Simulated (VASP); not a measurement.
PtS2, 3 atoms in the cell. It takes space group P-3m1 (No. 164, trigonal). The conventional cell has a = 3.543 Å, b = 3.543 Å, c = 5.039 Å, α = 90.00°, β = 90.00°, γ = 120.00°. Pt (site symmetry -3m) has 6 S at 2.40 Å within 3.2 Å. S (site symmetry 3m) has 3 Pt at 2.40 Å within 3.2 Å. 

| Item | Value |
| --- | --- |
| Program | VASP 6.6.1 |
| Task | single point |
| Functional | PBE |
| Potentials or basis | VASP PAW PBE potentials, release 64 (Pt, S) |
| Cutoff | 520 eV |
| k mesh | 6 × 6 × 4 |
| Occupations | gaussian, width 0.05 eV |
| Spin | collinear spin, zero start |
| Starting moments | [0.0, 0.0, 0.0] μB |
| Fixed moment | 0 μB |
| Hubbard terms | Pt d U = 1.0 eV |
| Dipole correction | no |
| Further INCAR settings | ALGO = Normal; EDIFF = 1e-06; NBANDS = 22 |

Potentials or basis: VASP PAW PBE potentials, release 64 (Pt, S).

Run with:

```console
$ cat potpaw_PBE.64/Pt/POTCAR potpaw_PBE.64/S/POTCAR > POTCAR
$ mpirun -np 1 vasp_std > vasp.out
```

Hardware: 1 thread of AMD EPYC 9R45 (Zen 5), with other jobs on the host.

Q: How long does it take, and how much memory?

A: Wall time 58 s on 1 thread of AMD EPYC 9R45 (Zen 5), with other jobs on the host, peak memory 0.19 GiB. Counts: scf iterations 14, k points 24.
